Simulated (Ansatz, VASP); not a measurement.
HfB: VASP beside Ansatz

```
CELL_PARAMETERS angstrom
3.50149 0.00000 0.00000
-1.75074 3.03238 0.00000
0.00000 0.00000 15.97459
ATOMIC_POSITIONS crystal
Hf 0.00000 0.00000 0.00000
Hf 0.33333 0.66667 0.16344
Hf 0.66667 0.33333 0.33656
Hf 0.00000 0.00000 0.50000
Hf 0.66667 0.33333 0.66344
Hf 0.33333 0.66667 0.83656
B 0.66667 0.33333 0.07623
B 0.00000 0.00000 0.25000
B 0.33333 0.66667 0.42377
B 0.33333 0.66667 0.57623
B 0.00000 0.00000 0.75000
B 0.66667 0.33333 0.92377
```

Alike in both runs: functional PBE; k mesh 12 × 12 × 2; occupations gaussian, width 0.1 eV; no spin polarisation.

Ansatz relaxed the structure, and its values are those at the end. VASP's run is a single point on that final structure, the one shown.

```csv
,VASP,Ansatz
version,VASP 6.6.1,Ansatz 0.2.0
potentials or method,"VASP PAW PBE potentials, release 64 (Hf_pv, B), cutoff 520 eV","scalar-relativistic, plane waves, PAW"
valence electrons in the cell,78,174
```

|  | VASP | Ansatz | Ansatz less VASP |
| --- | --- | --- | --- |
| gap on the k mesh at the Fermi level (eV) | none | none | - |
| pressure (GPa) | 0.0 | 0.0 | -0.01 |
| rms of the force components (eV/Å) | 0.005 | 0.000 | -0.0051 |

A gap of «none» marks a metal or a gap that the smearing closes. The functional is the same, so the differences come from potentials, cutoffs and numerics. VASP's potentials hold 78 valence electrons a cell and Ansatz's 174, so a difference there can come from the potentials and not from the codes.

Spin-orbit coupling is off throughout.
